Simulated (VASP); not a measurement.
Write the native input for VASP 6.6.1 that does the following.

| Item | Value |
| --- | --- |
| Task | single point |
| Functional | PBEsol |
| Potentials or basis | VASP PAW PBE potentials, release 64 (Sn_d) |
| Cutoff | 520 eV |
| k mesh | 16 × 16 × 16 |
| Occupations | gaussian, width 0.1 eV |
| Spin | no spin polarisation |
| Dipole correction | no |
| Further INCAR settings | ALGO = Normal; EDIFF = 1e-06; NBANDS = 13 |

The structure of Sn lies in POSCAR:

```
Sn
1.0
   -1.8301199782      1.8301199782      1.8301199782
    1.8301199782     -1.8301199782      1.8301199782
    1.8301199782      1.8301199782     -1.8301199782
Sn
1
Direct
    0.0000000000      0.0000000000      0.0000000000
```

This cell differs from its parent crystal: strained.

These files were run (other wordings do the same):

INCAR

```
SYSTEM = Sn
PREC = Accurate
ENCUT = 520
EDIFF = 1E-6
ISMEAR = 0
SIGMA = 0.1
LREAL = .False.
LASPH = .True.
NELM = 100
ALGO = Normal
ISIF = 2
LWAVE = .False.
LCHARG = .False.
GGA = PS
NBANDS = 13
```

KPOINTS

```
regular mesh
0
Gamma
  16 16 16
  0 0 0
```

Potentials or basis: VASP PAW PBE potentials, release 64 (Sn_d).

Run with:

```bash
$ cat potpaw_PBE.64/Sn_d/POTCAR > POTCAR
$ mpirun -np 1 vasp_std > vasp.out
```

It gave:

| Quantity | Value |
| --- | --- |
| Pressure | 4.2 GPa |
| Band gap on the k mesh | zero (band 7 reaches 18.19 eV, above the bottom of band 8 at 6.51 eV) |

Caveat: the cell differs from its parent crystal (strained); the PAW data sets were made with another functional, which shifts forces and pressure a little; spin-orbit coupling is left out, which moves the levels of the heavy elements.

Wall time 9.7 s on 1 thread of Intel(R) Xeon(R) 6975P-C (Granite Rapids), with other jobs on the host, peak memory 0.16 GiB.
